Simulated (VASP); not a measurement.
Runs of VASP 6.6.1 on Ta. The structure is that of space group I4/mmm (No. 139), or close to it. The cells are those of the table. 

| cell | gap on the mesh (eV) | pressure (GPa) |
| --- | --- | --- |
| a = 2.934 Å, angles 114.7, 114.7, 99.5°, 1 atom | none | -4.7 |
| a = 2.974 Å, angles 118.4, 118.4, 92.7°, 1 atom | none | -2.2 |
| a = 3.011 Å, angles 118.4, 118.4, 92.7°, 1 atom | none | -8.6 |
| a = 2.940 Å, angles 106.4, 106.4, 115.8°, 1 atom | none | (b) |
| a = 2.903 Å, angles 112.9, 112.9, 102.9°, 1 atom | none | -2.5 |
| a = 2.940 Å, angles 112.9, 112.9, 102.9°, 1 atom | none | -9.0 |
| a = 2.951 Å, angles 116.5, 116.5, 96.1°, 1 atom | none | -3.4 |
| a = 2.816 Å, angles 114.7, 114.7, 99.5°, 1 atom | none | (a) |
| a = 2.804 Å, angles 106.4, 106.4, 115.8°, 1 atom | none | 20.6 |
| a = 2.915 Å, angles 114.7, 114.7, 99.5°, 1 atom | none | -1.2 |
| a = 2.970 Å, angles 116.5, 116.5, 96.1°, 1 atom | none | -6.7 |
| a = 3.095 Å, angles 124.4, 124.4, 82.5°, 1 atom | none | -6.7 |

Alike in all rows: task single point; level PBE; potentials or basis VASP PAW PBE potentials, release 64 (Ta_pv); no spin polarisation; k mesh 20 × 20 × 20; cutoff (eV) 520; smearing gaussian 0.15 eV.

Task: Estimate the missing entries.

Result: (a) 22.3; (b) -8.9.

Caveats: spin-orbit coupling is left out, which moves the levels of the heavy elements.

A k mesh can miss the band edges, and the runs leave out spin-orbit coupling on Ta.

A gap of «none» marks levels without a gap at the run's occupations.
